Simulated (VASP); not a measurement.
Ga:

```xyz
4
Lattice="3.8170 -2.3266 0.0000 3.8170 2.3266 0.0000 0.0000 0.0000 4.4883" Properties=species:S:1:pos:R:3 pbc="T T T"
Ga    2.5773   -1.5260    1.1221
Ga    2.5773    1.5260    3.3662
Ga    5.0566    1.5260    3.3662
Ga    5.0566   -1.5260    1.1221
```

Program: VASP 6.6.1. Alike in all runs: task single point; no spin polarisation; cell as given; k mesh 7 × 7 × 6; cutoff (eV) 520; smearing fermi-dirac 0.05 eV.

**Question.** Order these runs on this cell by their pressure, lowest first.
A. level PBEsol; potentials or basis VASP PAW PBE potentials, release 64 (Ga_d)
B. level LDA; potentials or basis VASP PAW LDA potentials, release 64 (Ga_d)
C. level PBE; potentials or basis VASP PAW PBE potentials, release 64 (Ga_d)

**Answer.** B (-2.2 GPa), A (-0.2 GPa), C (3.3 GPa).

Caveats: the PAW data sets were made with another functional, which shifts forces and pressure a little (some runs).
